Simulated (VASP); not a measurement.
KCl: single point with HSE06

Crystal: KCl.

```
CELL_PARAMETERS angstrom
3.77081 0.00000 0.00000
0.00000 3.77081 0.00000
0.00000 0.00000 3.77081
ATOMIC_POSITIONS crystal
K 0.00000 0.00000 0.00000
Cl 0.50000 0.50000 0.50000
```

```
Program                            : VASP 6.6.1
Task                               : single point
Functional                         : HSE06
Potentials or basis                : VASP PAW PBE potentials, release 64 (K_sv, Cl)
Cutoff                             : 520 eV
k mesh                             : 4 × 4 × 4
Occupations                        : gaussian, width 0.01 eV
Spin                               : no spin polarisation
Dipole correction                  : no
Grid for exact exchange (PRECFOCK) : Normal
Further INCAR settings             : ALGO = Normal; EDIFF = 1e-06; NBANDS = 15
Screening parameter                : 0.2079 1/Å
```

```json
{"Pressure": "0.7 GPa", "Band gap on the k mesh": "6.37 eV, indirect (least direct gap 6.60 eV)"}
```

Levels at points of the mesh, in eV from the valence-band top:
```
           k point  band 5  band 6  band 7  band 8  band 9  band 10  band 11  band 12
(0.00, 0.00, 0.00)  -12.11   -0.23   -0.23   -0.23    6.37     7.95     7.95    12.64
(0.50, 0.00, 0.00)  -11.98   -2.02   -0.24   -0.24    9.36     9.54    10.09    11.57
(0.50, 0.50, 0.00)  -12.04   -1.38   -1.38    0.00    7.60     8.86    10.64    10.64
(0.50, 0.50, 0.50)  -12.31   -1.53   -1.53   -1.53   10.37    10.37    10.37    11.91
```

It took 5.2 min on 1 thread of AMD EPYC 7R13 Processor (Zen 3), with other jobs on the host, peak memory 0.23 GiB.

Caveat: the PAW data sets were made with another functional, which shifts forces and pressure a little. A k mesh can miss the band edges.
